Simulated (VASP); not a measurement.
# AlRu in VASP: a series of runs

Runs on AlRu. Level: PBE. Tasks: single point, relaxation of cell and atoms.

All numbers are computed with VASP 6.6.1; they aren't measurements. Logs are shortened: lines on timing, memory, paths and dates and some standing lists are left out, and cuts for length are marked.

## Step 1: The cell of the first run

It takes space group Pm-3m (No. 221, cubic). Conventional cell: a = 2.960 Å, b = 2.960 Å, c = 2.960 Å, α = 90.00°, β = 90.00°, γ = 90.00°. Within 3.4 Å of Ru (site symmetry m-3m) lie 8 Al at 2.56 Å and 6 Ru at 2.96 Å. Within 3.4 Å of Al (site symmetry m-3m) lie 8 Ru at 2.56 Å and 6 Al at 2.96 Å.

## Step 2: Single point, PBE

INCAR reads:

```
ALGO = Fast
EDIFF = 1E-7
ENCUT = 520
GGA = PE
ISIF = 2
ISMEAR = -1
LASPH = True
LCHARG = True
LELF = True
LREAL = False
LVHAR = True
LWAVE = False
NBANDS = 16
NELM = 100
PREC = Accurate
SIGMA = 0.05
```

KPOINTS reads:

```
k-points
0
Gamma
  9 9 9
```

POSCAR reads:

```
AlRu
1.0
    2.9595459065      0.0000000000      0.0000000000
    0.0000000000      2.9595459065      0.0000000000
    0.0000000000      0.0000000000      2.9595459065
Ru Al
1 1
Direct
    0.5000000000      0.5000000000      0.5000000000
    0.0000000000      0.0000000000      0.0000000000
```

Potentials or basis: VASP PAW PBE potentials, release 64 (Ru_pv, Al).

Run with:

```
cat potpaw_PBE.64/Ru_pv/POTCAR potpaw_PBE.64/Al/POTCAR > POTCAR
mpirun -np 1 vasp_std > vasp.out
```

OUTCAR:

```text
EDIFF = 1E-7
   ENCUT = 520
   GGA = PE
   ISIF = 2
   ISMEAR = -1
   LASPH = True
   LREAL = False
   NELM = 100
   PREC = Accurate

 ion  position               nearest neighbor table
   1  0.500  0.500  0.500-   2 2.56   2 2.56   2 2.56   2 2.56   2 2.56   2 2.56   2 2.56   2 2.56

   2  0.000  0.000  0.000-   1 2.56   1 2.56   1 2.56   1 2.56   1 2.56   1 2.56   1 2.56   1 2.56

  LATTYP: Found a simple cubic cell.
 ALAT       =     2.9595459065

  Lattice vectors:

 A1 = (   2.9595459065,   0.0000000000,   0.0000000000)
 A2 = (   0.0000000000,   2.9595459065,   0.0000000000)
 A3 = (   0.0000000000,   0.0000000000,   2.9595459065)

Analysis of symmetry for initial positions (statically):
=====================================================================
 Subroutine PRICEL returns:
 Original cell was already a primitive cell.

 Routine SETGRP: Setting up the symmetry group for a
 simple cubic supercell.

 Subroutine GETGRP returns: Found 48 space group operations
 (whereof 48 operations were pure point group operations)
 out of a pool of 48 trial point group operations.

The static configuration has the point symmetry O_h .

Analysis of symmetry for dynamics (positions and initial velocities):
=====================================================================
 Subroutine PRICEL returns:
 Original cell was already a primitive cell.

 Routine SETGRP: Setting up the symmetry group for a
 simple cubic supercell.

 Subroutine GETGRP returns: Found 48 space group operations
 (whereof 48 operations were pure point group operations)
 out of a pool of 48 trial point group operations.

The dynamic configuration has the point symmetry O_h .

 Subroutine INISYM returns: Found 48 space group operations
 (whereof 48 operations are pure point group operations),
 and found     1 'primitive' translations

----------------------------------------------------------------------------------------

                                     Primitive cell

  volume of cell :      25.9224

  direct lattice vectors                    reciprocal lattice vectors
     2.959545906  0.000000000  0.000000000     0.337889673  0.000000000  0.000000000
     0.000000000  2.959545906  0.000000000     0.000000000  0.337889673  0.000000000
     0.000000000  0.000000000  2.959545906     0.000000000  0.000000000  0.337889673

  length of vectors
[... 80 lines left out ...]
   ENCUT  =  520.0 eV  38.22 Ry    6.18 a.u.   5.50  5.50  5.50*2*pi/ulx,y,z
   NELM   =    100;   NELMIN=  2; NELMDL= -5     # of ELM steps
   EDIFF  = 0.1E-06   stopping-criterion for ELM
   LREAL  =      F    real-space projection
   EDIFFG = 0.1E-05   stopping-criterion for IOM
   NSW    =      0    number of steps for IOM
   IBRION =     -1    ionic relax: 0-MD 1-quasi-New 2-CG
   NFREE  =      0    steps in history (QN), initial steepest desc. (CG)
   ISIF   =      2    stress and relaxation
   ISYM   =      2    0-nonsym 1-usesym 2-fastsym
   POTIM  = 0.5000    time-step for ionic-motion
   TEBEG  =    0.0;   TEEND  =   0.0 temperature during run
   PSTRESS=    0.0 pullay stress
   NELECT =      17.0000    total number of electrons
   NUPDOWN=      -1.0000    fix difference up-down
   EMIN   =  10.00;   EMAX   =-10.00  energy-range for DOS
   EFERMI =   0.00;   METHOD = LEGACY
   ISMEAR =    -1;   SIGMA  =   0.05  broadening in eV -4-tet -1-fermi 0-gaus
   EFERMI_NEDOS =   21; number of points for ismear=-14 and -15
   IALGO  =     68    algorithm
   IMIX   =      4    mixing-type and parameters
     AMIX     =   0.40;   BMIX     =  1.00
     AMIX_MAG =   1.60;   BMIX_MAG =  1.00
  volume/ion in A,a.u.               =      12.96        87.47
  Fermi-wavevector in a.u.,A,eV,Ry     =   1.422327  2.687808 27.524770  2.023014
  Thomas-Fermi vector in A             =   2.543042
   LORBIT       =      0    0 simple, 1 ext, 2 COOP (PROOUT), +10 PAW based schemes
   GGA     = PE    functional components
   LHFCALC =     F    Hartree Fock is set to
   AEXX    =    0.0000 exact exchange contribution
   IVDW    =     0    specifies the selected vdW correction
   LEPSILON=     F    determine dielectric tensor
   LRPA    =     F    only Hartree local field effects (RPA)
 non-spin polarized calculation
 RMM-DIIS sequential band-by-band and
  energy-cutoff  :      520.00
  volume of cell :       25.92
 maximum number of plane-waves:       739
 NGX is ok and might be reduce to    24
   NGX = 11   NGY = 11   NGZ = 11

 number of electron      16.9999997 magnetization

 Free energy of the ion-electron system (eV)
  ---------------------------------------------------
  ext. energy  EPLUGINS =         0.00000000
  ---------------------------------------------------
  free energy    TOTEN  =       -14.22736202 eV

  energy without entropy =      -14.21261657  energy(sigma->0) =      -14.21998930

 E-fermi :  11.0944     XC(G=0): -12.7353

 val. band max:       11.0925957353   @ k =   0.4444   0.1111   0.1111
 cond. band min:      11.1648225822   @ k =   0.1111   0.1111   0.0000
 fundamental gap:      0.0722268469
 Fermi energy:        11.0943722679

 k-point     1 :       0.0000    0.0000    0.0000
  band No.  band energies     occupation
      1     -30.6243      2.00000
      2     -30.6243      2.00000
      3     -30.6243      2.00000
      4       1.3152      2.00000
      5       7.4272      2.00000
      6       7.4272      2.00000
[... 433 lines left out ...]
      3     -30.6156      2.00000
      4       5.1893      2.00000
      5       7.2973      2.00000
      6       8.5614      2.00000
[... 8 lines left out ...]
     15      24.5193      0.00000
     16      24.9793      0.00000

 [... further k-points ...]

------------------------ aborting loop because EDIFF is reached ----------------------------------------

  FORCE on cell =-STRESS in cart. coord.  units (eV):
  Direction    XX          YY          ZZ          XY          YZ          ZX
  --------------------------------------------------------------------------------------
  -------------------------------------------------------------------------------------
  Total        1.6151040      1.6151040      1.6151040      0.0000000      0.0000000      0.0000000
  in kB       99.8241971     99.8241971     99.8241971      0.0000000      0.0000000      0.0000000
  external PRESSURE =      99.8241971 kB  Pullay stress =       0.0000000 kB

 VOLUME and BASIS-vectors are now :
 -----------------------------------------------------------------------------
  energy-cutoff  :      520.00
  volume of cell :       25.92
      direct lattice vectors                 reciprocal lattice vectors
     2.959545906  0.000000000  0.000000000     0.337889673  0.000000000  0.000000000
     0.000000000  2.959545906  0.000000000     0.000000000  0.337889673  0.000000000
     0.000000000  0.000000000  2.959545906     0.000000000  0.000000000  0.337889673

 POSITION                                       TOTAL-FORCE (eV/Angst)
 -----------------------------------------------------------------------------------
      1.47977      1.47977      1.47977         0.000000      0.000000      0.000000
      0.00000      0.00000      0.00000         0.000000      0.000000      0.000000
 -----------------------------------------------------------------------------------
    total drift:                                0.000000     -0.000000     -0.000000

  FREE ENERGIE OF THE ION-ELECTRON SYSTEM (eV)
  ---------------------------------------------------
  free  energy   TOTEN  =       -14.2273620229 eV

  energy  without entropy=      -14.2126165710  energy(sigma->0) =      -14.21998930
```

stdout:

```text
POSCAR found type information on POSCAR RuAl
 POSCAR found :  2 types and       2 ions
 scaLAPACK will be used
 LDA part: xc-table for (Slater+PW92), standard interpolation
 POSCAR, INCAR and KPOINTS ok, starting setup
 FFT: planning ... GRIDC
 FFT: planning ... GRID_SOFT
 FFT: planning ... GRID
 WAVECAR not read
 entering main loop
```

Run time: 7.9 s. Hardware: 1 thread of Intel Xeon Platinum 8488C (Sapphire Rapids), shared host; peak memory 0.14 GiB.

What came out:

```yaml
Free_energy: -14.2274 eV
Pressure: 10.0 GPa
```

Levels at points of the mesh, in eV from the Fermi level:
| k point | band 7 | band 8 | band 9 | band 10 | band 11 | band 12 |
| --- | --- | --- | --- | --- | --- | --- |
| (0.00, 0.00, 0.00) | 0.25 | 0.25 | 0.25 | 6.32 | 6.32 | 6.32 |

## Step 3: Single point, PBE

This run uses another cell than the first one, of 13.39 Å³/atom, 1.033 times its volume.

INCAR reads:

```
SYSTEM = AlRu
ALGO     = Normal         ! electronic algorithm
EDIFF    = 1E-6           ! SCF threshold, eV
ENCUT    = 520            ! plane-wave cutoff, eV
GGA      = PE             ! functional
ISIF     = 2              ! what is computed and relaxed
ISMEAR   = -1             ! smearing method
LASPH    = .True.         ! aspherical terms in the spheres
LCHARG   = .False.        ! write CHGCAR
LREAL    = .False.        ! projectors in reciprocal space
LWAVE    = .False.        ! write WAVECAR
NBANDS   = 16             ! bands
NELM     = 100            ! most SCF steps
PREC     = Accurate       ! precision mode
SIGMA    = 0.05           ! smearing width, eV
```

KPOINTS reads:

```
k-points
0
Gamma
  8 8 8
  0 0 0
```

POSCAR reads:

```
AlRu
1.0
    2.9916000000      0.0299160000      0.0000000000
    0.0299160000      2.9916000000      0.0000000000
    0.0000000000      0.0000000000      2.9916000000
Ru Al
1 1
Direct
    0.5000000000      0.5000000000      0.5000000000
    0.0000000000      0.0000000000      0.0000000000
```

Potentials or basis: VASP PAW PBE potentials, release 64 (Ru_pv, Al).

Run with:

```
cat potpaw_PBE.64/Ru_pv/POTCAR potpaw_PBE.64/Al/POTCAR > POTCAR
mpirun -np 1 vasp_std > vasp.out
```

Run time: 16 s. Hardware: 1 thread of Intel Xeon Platinum 8488C (Sapphire Rapids), shared host; peak memory 0.16 GiB.

Results (log left out):

```yaml
Free_energy: -14.2236 eV
Pressure: 3.0 GPa
```

Stress tensor (GPa, compression positive):
```
 3.00 -2.60  0.00
-2.60  3.00  0.00
 0.00  0.00  2.99
```

Levels at points of the mesh, in eV from the Fermi level:
| k point | band 6 | band 7 | band 8 | band 9 | band 10 | band 11 | band 12 | band 13 |
| --- | --- | --- | --- | --- | --- | --- | --- | --- |
| (0.00, 0.00, 0.00) | -3.61 | 0.09 | 0.13 | 0.18 | 6.00 | 6.02 | 6.04 | 10.92 |
| (0.50, 0.00, 0.00) | -2.82 | -1.65 | -1.64 | 0.39 | 2.25 | 7.38 | 10.96 | 10.97 |
| (0.50, 0.50, 0.00) | -1.57 | -1.28 | -1.22 | -1.20 | 1.49 | 5.24 | 6.22 | 10.53 |
| (0.00, 0.00, 0.50) | -2.81 | -1.72 | -1.58 | 0.39 | 2.25 | 7.39 | 10.91 | 11.04 |
| (0.50, 0.00, 0.50) | -1.43 | -1.43 | -1.21 | -1.21 | 1.49 | 5.26 | 6.19 | 10.51 |
| (0.50, 0.50, 0.50) | -4.66 | 1.58 | 1.58 | 2.49 | 3.92 | 4.09 | 4.24 | 8.36 |

## Step 4: Single point, PBE

This run uses another cell than the first one, of 13.38 Å³/atom, 1.032 times its volume.

INCAR reads:

```
SYSTEM = AlRu
PREC = Accurate
ENCUT = 520
EDIFF = 1E-6
ISMEAR = -1
SIGMA = 0.05
LREAL = .FALSE.
LASPH = .TRUE.
NELM = 60
ALGO = Normal
ISIF = 2
LWAVE = .FALSE.
LCHARG = .TRUE.
GGA = PE
LELF = .TRUE.
LVHAR = .TRUE.
NBANDS = 16
```

KPOINTS reads:

```
regular mesh
0
G
  8 8 8
  0 0 0
```

POSCAR reads:

```
AlRu
1.0
    2.9916000000      0.0598320000      0.0000000000
    0.0598320000      2.9916000000      0.0000000000
    0.0000000000      0.0000000000      2.9916000000
Ru Al
1 1
Direct
    0.5000000000      0.5000000000      0.5000000000
    0.0000000000      0.0000000000      0.0000000000
```

Run with:

```
cat potpaw_PBE.64/Ru_pv/POTCAR potpaw_PBE.64/Al/POTCAR > POTCAR
mpirun -np 1 vasp_std > vasp.out
```

It took 17 s on 1 thread of Intel Xeon Platinum 8488C (Sapphire Rapids), shared host; peak memory 0.17 GiB.

The run converged. Its results:

* Free energy: -14.2105 eV
* Pressure: 3.2 GPa

Stress tensor (GPa, compression positive):
```
 3.24 -5.15  0.00
-5.15  3.24  0.00
 0.00  0.00  3.24
```

Levels at points of the mesh, in eV from the Fermi level:
```csv
k point,band 7,band 8,band 9,band 10,band 11,band 12
"(0.00, 0.00, 0.00)",0.04,0.12,0.23,6.00,6.02,6.07
"(0.50, 0.00, 0.00)",-1.65,-1.62,0.39,2.26,7.37,10.93
"(0.50, 0.50, 0.00)",-1.23,-1.19,-1.13,1.49,5.19,6.30
"(0.00, 0.00, 0.50)",-1.79,-1.50,0.38,2.25,7.40,10.87
"(0.50, 0.00, 0.50)",-1.42,-1.22,-1.20,1.50,5.27,6.20
"(0.50, 0.50, 0.50)",1.58,1.59,2.45,3.77,4.15,4.42
```

(Part 1 of 2 ends here.)
